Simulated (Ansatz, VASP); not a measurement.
## One calculation of TiAl3, two programs

```
CELL_PARAMETERS angstrom
3.83939 0.00000 0.00000
0.00000 3.83939 0.00000
0.00000 0.00000 5.36723
ATOMIC_POSITIONS crystal
Ti 0.00000 0.00000 0.50000
Al 0.50000 0.50000 0.00000
Al 0.50000 0.50000 0.50000
Al 0.00000 0.00000 0.00000
```

Alike in both runs: functional PBE; k mesh 6 × 6 × 2; occupations gaussian, width 0.1 eV; no spin polarisation.

Ansatz relaxed the structure, and its values are those at the end. VASP's run is a single point on that final structure, the one shown.

|  | VASP | Ansatz |
| --- | --- | --- |
| version | VASP 6.6.1 | Ansatz 0.2.0 |
| potentials or method | VASP PAW PBE potentials, release 64 (Ti_sv, Al), cutoff 520 eV | scalar-relativistic, plane waves, PAW |
| valence electrons in the cell | 21 | 21 |

|  | VASP | Ansatz | Ansatz less VASP |
| --- | --- | --- | --- |
| gap on the k mesh at the Fermi level (eV) | none | none | - |
| pressure (GPa) | -0.2 | -0.2 | +0.01 |

A gap of «none» marks a metal or a gap that the smearing closes.

The k mesh is coarse, so the values compare programs but aren't converged.
